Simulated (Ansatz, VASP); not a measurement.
# One calculation of Na16H, two programs

```
CELL_PARAMETERS angstrom
8.46000 0.00000 0.00000
0.00000 8.46000 0.00000
0.00000 0.00000 8.46000
ATOMIC_POSITIONS crystal
Na 0.00530 0.99392 0.00004
Na 0.50680 0.00196 0.99990
Na 0.00529 0.50606 0.00004
Na 0.99895 0.99849 0.49974
Na 0.25181 0.24999 0.24889
Na 0.50679 0.49804 0.99990
Na 0.49473 0.99884 0.49988
Na 0.75346 0.24999 0.25127
Na 0.99895 0.50150 0.49974
Na 0.24102 0.75000 0.23444
Na 0.25174 0.24999 0.75084
Na 0.49473 0.50115 0.49988
Na 0.74522 0.75000 0.25025
Na 0.75354 0.25000 0.74846
Na 0.24141 0.75000 0.76493
Na 0.74558 0.75000 0.74982
H 0.11385 0.75001 0.99970
```

Alike in both runs: functional PBEsol; k mesh 2 × 2 × 2; occupations fermi-dirac, width 0.15 eV; no spin polarisation.

Ansatz relaxed the structure, and its values are those at the end. VASP's run is a single point on that final structure, the one shown.

```csv
,VASP,Ansatz
version,VASP 6.6.1,Ansatz 0.2.0
potentials or method,"VASP PAW PBE potentials, release 64 (Na_pv, H), cutoff 520 eV","scalar-relativistic, plane waves, PAW"
valence electrons in the cell,113,145
```

```csv
,VASP,Ansatz,Ansatz less VASP
rms of the force components (eV/Å),0.011,0.011,-0.0009
```

VASP's potentials were made for PBE, not for PBEsol. With one functional, cell and mesh, what is left measures potentials, basis and numerics. VASP's potentials hold 113 valence electrons a cell and Ansatz's 145, so a difference there can come from the potentials and not from the codes.

The k mesh is coarse, so the values compare programs but aren't converged.
